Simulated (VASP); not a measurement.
# CaSe (Fm-3m) in VASP: notebook

CaSe is run at these levels: HSE06, PBE-based screened hybrid; tasks: single point.

All numbers are computed with VASP 6.6.1; they aren't measurements. Logs are shortened: lines on timing, memory, paths and dates and some standing lists are left out, and cuts for length are marked.

**1. The cell of the first run**

The structure is cubic, space group Fm-3m (No. 225). Conventional cell: a = 5.935 Å, b = 5.935 Å, c = 5.935 Å, α = 90.00°, β = 90.00°, γ = 90.00°. Ca (site symmetry m-3m) has 6 Se at 2.97 Å within 3.9 Å. Se (site symmetry m-3m) has 6 Ca at 2.97 Å within 3.9 Å.

**2. Single point, HSE06**

The input, POSCAR:

```
CaSe
1.0
    0.0000000000      2.9675351129      2.9675351129
    2.9675351129      0.0000000000      2.9675351129
    2.9675351129      2.9675351129      0.0000000000
Ca Se
1 1
Direct
    0.0000000000      0.0000000000      0.0000000000
    0.5000000000      0.5000000000      0.5000000000
```

The input, INCAR.step1:

```
SYSTEM = CaSe
PREC = Accurate
ENCUT = 520
EDIFF = 1E-5
ISMEAR = 0
SIGMA = 0.01
LREAL = .False.
LASPH = .True.
NELM = 80
ALGO = Normal
ISIF = 2
LWAVE = .True.
NBANDS = 15
GGA = PE
```

The input, INCAR.step2:

```
SYSTEM = CaSe
PREC = Accurate
ENCUT = 520
EDIFF = 1E-6
ISMEAR = 0
SIGMA = 0.01
LREAL = .False.
LASPH = .True.
NELM = 80
ALGO = Normal
ISIF = 2
LWAVE = .False.
LCHARG = .True.
GGA = PE
LHFCALC = .True.
HFSCREEN = 0.2079
PRECFOCK = Normal
LELF = .True.
LVHAR = .True.
NBANDS = 15
ISTART = 1
```

The input, KPOINTS:

```
Automatic mesh
0
Gamma
  4 4 4
  0 0 0
```

Potentials or basis: VASP PAW PBE potentials, release 64 (Ca_sv, Se).

The run is started by

```bash
> cat potpaw_PBE.64/Ca_sv/POTCAR potpaw_PBE.64/Se/POTCAR > POTCAR
> cp INCAR.step1 INCAR
> mpirun -np 1 vasp_std > vasp.out
> cp INCAR.step2 INCAR
> mpirun -np 1 vasp_std > vasp.out
```

OUTCAR:

```text
SYSTEM = CaSe
   PREC = Accurate
   ENCUT = 520
   EDIFF = 1E-6
   ISMEAR = 0
   LREAL = .False.
   LASPH = .True.
   NELM = 80
   ISIF = 2
   GGA = PE
   LHFCALC = .True.
   HFSCREEN = 0.2079
   PRECFOCK = Normal
   ISTART = 1

 ion  position               nearest neighbor table
   1  0.000  0.000  0.000-   2 2.97   2 2.97   2 2.97   2 2.97   2 2.97   2 2.97
   2  0.500  0.500  0.500-   1 2.97   1 2.97   1 2.97   1 2.97   1 2.97   1 2.97

  LATTYP: Found a face centered cubic cell.
 ALAT       =     5.9350702258

  Lattice vectors:

 A1 = (   0.0000000000,   2.9675351129,   2.9675351129)
 A2 = (   2.9675351129,   0.0000000000,   2.9675351129)
 A3 = (   2.9675351129,   2.9675351129,   0.0000000000)

Analysis of symmetry for initial positions (statically):
=====================================================================
 Subroutine PRICEL returns:
 Original cell was already a primitive cell.

 Routine SETGRP: Setting up the symmetry group for a
 face centered cubic supercell.

 Subroutine GETGRP returns: Found 48 space group operations
 (whereof 48 operations were pure point group operations)
 out of a pool of 48 trial point group operations.

The static configuration has the point symmetry O_h .

Analysis of symmetry for dynamics (positions and initial velocities):
=====================================================================
 Subroutine PRICEL returns:
 Original cell was already a primitive cell.

 Routine SETGRP: Setting up the symmetry group for a
 face centered cubic supercell.

 Subroutine GETGRP returns: Found 48 space group operations
 (whereof 48 operations were pure point group operations)
 out of a pool of 48 trial point group operations.

The dynamic configuration has the point symmetry O_h .

 Subroutine INISYM returns: Found 48 space group operations
 (whereof 48 operations are pure point group operations),
 and found     1 'primitive' translations

----------------------------------------------------------------------------------------

                                     Primitive cell

  volume of cell :      52.2658

  direct lattice vectors                    reciprocal lattice vectors
     0.000000000  2.967535113  2.967535113    -0.168490003  0.168490003  0.168490003
     2.967535113  0.000000000  2.967535113     0.168490003 -0.168490003  0.168490003
     2.967535113  2.967535113  0.000000000     0.168490003  0.168490003 -0.168490003

  length of vectors
     4.196728403  4.196728403  4.196728403     0.291833246  0.291833246  0.291833246

  position of ions in fractional coordinates (direct lattice)
     0.000000000  0.000000000  0.000000000
     0.500000000  0.500000000  0.500000000

  ion indices of the primitive-cell ions
   primitive index   ion index
                 1           1
                 2           2

----------------------------------------------------------------------------------------

 KPOINTS: Automatic mesh

Automatic generation of k-mesh.
 Grid dimensions read from file:
 generate k-points for:    4    4    4

 Generating k-lattice:

  Cartesian coordinates                     Fractional coordinates (reciprocal lattice)
    -0.042122501  0.042122501  0.042122501     0.250000000  0.000000000  0.000000000
     0.042122501 -0.042122501  0.042122501     0.000000000  0.250000000  0.000000000
     0.042122501  0.042122501 -0.042122501     0.000000000  0.000000000  0.250000000

  Length of vectors
     0.072958311  0.072958311  0.072958311

  Shift w.r.t. Gamma in fractional coordinates (k-lattice)
     0.000000000  0.000000000  0.000000000

 Subroutine IBZKPT returns following result:
 ===========================================

 Found      8 irreducible k-points:

 Following reciprocal coordinates:
            Coordinates               Weight
  0.000000  0.000000  0.000000      1.000000
  0.250000  0.000000  0.000000      8.000000
  0.500000  0.000000  0.000000      4.000000
  0.250000  0.250000  0.000000      6.000000
  0.500000  0.250000  0.000000     24.000000
 -0.250000  0.250000  0.000000     12.000000
  0.500000  0.500000  0.000000      3.000000
 -0.250000  0.500000  0.250000      6.000000
   k-points           NKPTS =      8   k-points in BZ     NKDIM =     64   number of bands    NBANDS=     15
   number of dos      NEDOS =    301   number of ions     NIONS =      2
   total plane-waves  NPLWV =  32768
   dimension x,y,z NGX =    32 NGY =   32 NGZ =   32
   dimension x,y,z NGXF=    64 NGYF=   64 NGZF=   64
   ions per type =               1   1
   NGX,Y,Z   is equivalent  to a cutoff of  12.68, 12.68, 12.68 a.u.
   NGXF,Y,Z  is equivalent  to a cutoff of  25.35, 25.35, 25.35 a.u.
 SYSTEM =  CaSe
   PREC   = accura    normal or accurate (medium, high low for compatibility)
   ISTART =      1    job   : 0-new  1-cont  2-samecut
   ICHARG =      0    charge: 1-file 2-atom 10-const
   ISPIN  =      1    spin polarized calculation?
   LNONCOLLINEAR =      F non collinear calculations
   LSORBIT =      F    spin-orbit coupling
   LASPH  =      T    aspherical Exc in radial PAW
   ENCUT  =  520.0 eV  38.22 Ry    6.18 a.u.   7.80  7.80  7.80*2*pi/ulx,y,z
   NELM   =     80;   NELMIN=  2; NELMDL=  0     # of ELM steps
   EDIFF  = 0.1E-05   stopping-criterion for ELM
   LREAL  =      F    real-space projection
   EDIFFG = 0.1E-04   stopping-criterion for IOM
   NSW    =      0    number of steps for IOM
   IBRION =     -1    ionic relax: 0-MD 1-quasi-New 2-CG
   NFREE  =      0    steps in history (QN), initial steepest desc. (CG)
   ISIF   =      2    stress and relaxation
   ISYM   =      3    0-nonsym 1-usesym 2-fastsym
   POTIM  = 0.5000    time-step for ionic-motion
   TEBEG  =    0.0;   TEEND  =   0.0 temperature during run
   PSTRESS=    0.0 pullay stress
   NELECT =      16.0000    total number of electrons
   NUPDOWN=      -1.0000    fix difference up-down
   EMIN   =  10.00;   EMAX   =-10.00  energy-range for DOS
   EFERMI =   0.00;   METHOD = LEGACY
   ISMEAR =     0;   SIGMA  =   0.01  broadening in eV -4-tet -1-fermi 0-gaus
   EFERMI_NEDOS =   21; number of points for ismear=-14 and -15
   IALGO  =     38    algorithm
   IMIX   =      1    mixing-type and parameters
     AMIX     =   0.40;   BMIX     =  1.00
     AMIX_MAG =   1.60;   BMIX_MAG =  1.00
  volume/ion in A,a.u.               =      26.13       176.35
  Fermi-wavevector in a.u.,A,eV,Ry     =   1.103339  2.085008 16.563146  1.217357
  Thomas-Fermi vector in A             =   2.239796
   LORBIT       =      0    0 simple, 1 ext, 2 COOP (PROOUT), +10 PAW based schemes
   GGA     = PE    functional components
   LHFCALC =     T    Hartree Fock is set to
   PRECFOCK=normal    Normal, Fast or Accurate (Low or Medium for compatibility)
   ENCUT4O =  -1.0   cutoff for four orbital integrals eV
   NKREDX  =     1    reduce k-point grid by
   NKREDY  =     1    reduce k-point grid by
   NKREDZ  =     1    reduce k-point grid by
   AEXX    =    0.2500 exact exchange contribution
   HFSCREEN=    0.2079 screening length (either q_TF or 0.3 A-1)
   HFSCREENC=   0.2079 screening length for correlation (either q_TF or 0.3 A-1)
   ENCUTFOCK=  -1.0 apply spherical cutoff to Coloumb kernel
   IVDW    =     0    specifies the selected vdW correction
   LEPSILON=     F    determine dielectric tensor
   LRPA    =     F    only Hartree local field effects (RPA)
 non-spin polarized calculation
 Gauss-broadening in eV      SIGMA  =   0.01
  energy-cutoff  :      520.00
  volume of cell :       52.27
 maximum number of plane-waves:      1424
  NGX = 24; NGY = 24; NGZ = 24

 number of electron      15.9999997 magnetization

 Free energy of the ion-electron system (eV)
  ---------------------------------------------------
  ext. energy  EPLUGINS =         0.00000000
  ---------------------------------------------------
  free energy    TOTEN  =       -10.67575369 eV

  energy without entropy =      -10.67575369  energy(sigma->0) =      -10.67575369

 E-fermi :   1.9575     XC(G=0):  -7.5921

 val. band max:        1.8070221372   @ k =   0.0000   0.0000   0.0000
 cond. band min:       4.8163350168   @ k =   0.5000   0.5000   0.0000
 fundamental gap:      3.0093128796
 Fermi energy:         1.9575445332

 k-point     1 :       0.0000    0.0000    0.0000
  band No.  band energies     occupation
      1     -41.0455      2.00000
      2     -20.5624      2.00000
      3     -20.5624      2.00000
      4     -20.5624      2.00000
      5     -11.0544      2.00000
      6       1.8070      2.00000
      7       1.8070      2.00000
      8       1.8070      2.00000
      9       6.0483      0.00000
     10       6.7414      0.00000
     11       6.7414      0.00000
     12       6.7414      0.00000
     13       7.3744      0.00000
     14       7.3744      0.00000
     15      12.5153      0.00000

 k-point     2 :       0.2500    0.0000    0.0000
  band No.  band energies     occupation
      1     -41.0420      2.00000
      2     -20.6242      2.00000
      3     -20.5654      2.00000
      4     -20.5654      2.00000
      5     -10.6878      2.00000
      6      -0.3086      2.00000
      7       1.1042      2.00000
      8       1.1042      2.00000
      9       6.5891      0.00000
     10       7.5645      0.00000
     11       7.5645      0.00000
     12       8.6737      0.00000
     13       8.8473      0.00000
     14       8.8473      0.00000
     15      12.5584      0.00000
[... 77 lines left out ...]
      3     -20.5976      2.00000
      4     -20.5976      2.00000
      5     -10.3944      2.00000
      6      -0.9576      2.00000
      7       0.7789      2.00000
      8       0.7789      2.00000
      9       4.8163      0.00000
     10       7.7851      0.00000
     11       8.2776      0.00000
     12       9.4102      0.00000
     13       9.5139      0.00000
     14       9.5139      0.00000
     15      13.0974      0.00000

 k-point     8 :      -0.2500    0.5000    0.2500
  band No.  band energies     occupation
      1     -41.0362      2.00000
      2     -20.6240      2.00000
      3     -20.6240      2.00000
      4     -20.6035      2.00000
      5     -10.2966      2.00000
      6      -0.3373      2.00000
      7      -0.3373      2.00000
      8       0.0298      2.00000
      9       7.4449      0.00000
     10       7.4449      0.00000
     11       8.2600      0.00000
     12       9.0802      0.00000
     13       9.5222      0.00000
     14      11.8733      0.00000
     15      11.8939      0.00000

------------------------ aborting loop because EDIFF is reached ----------------------------------------

  FORCE on cell =-STRESS in cart. coord.  units (eV):
  Direction    XX          YY          ZZ          XY          YZ          ZX
  --------------------------------------------------------------------------------------
  -------------------------------------------------------------------------------------
  Total        0.1091674      0.1091674      0.1091674      0.0000000      0.0000000      0.0000000
  in kB        3.3464631      3.3464631      3.3464631      0.0000000      0.0000000      0.0000000
  external PRESSURE =       3.3464631 kB  Pullay stress =       0.0000000 kB

 VOLUME and BASIS-vectors are now :
 -----------------------------------------------------------------------------
  energy-cutoff  :      520.00
  volume of cell :       52.27
      direct lattice vectors                 reciprocal lattice vectors
     0.000000000  2.967535113  2.967535113    -0.168490003  0.168490003  0.168490003
     2.967535113  0.000000000  2.967535113     0.168490003 -0.168490003  0.168490003
     2.967535113  2.967535113  0.000000000     0.168490003  0.168490003 -0.168490003

 POSITION                                       TOTAL-FORCE (eV/Angst)
 -----------------------------------------------------------------------------------
      0.00000      0.00000      0.00000        -0.000000     -0.000000     -0.000000
      2.96754      2.96754      2.96754         0.000000      0.000000      0.000000
 -----------------------------------------------------------------------------------
    total drift:                                0.000002      0.000002      0.000002

  FREE ENERGIE OF THE ION-ELECTRON SYSTEM (eV)
  ---------------------------------------------------
  free  energy   TOTEN  =       -10.6757536901 eV

  energy  without entropy=      -10.6757536901  energy(sigma->0) =      -10.67575369
```

Run time: 6.2 min. Hardware: 1 thread of Intel Xeon Platinum 8375C at 2.90GHz (Ice Lake), shared host; peak memory 0.28 GiB.

What came out:

* Free energy: -10.6758 eV
* Pressure: 0.3 GPa
* Band gap on the k mesh: 3.01 eV, indirect (least direct gap 4.04 eV)

Caveat: the k points lie up to 0.46 Å⁻¹ apart; the PAW data sets were made with another functional, which shifts forces and pressure a little.

[end of part 1 of 2]
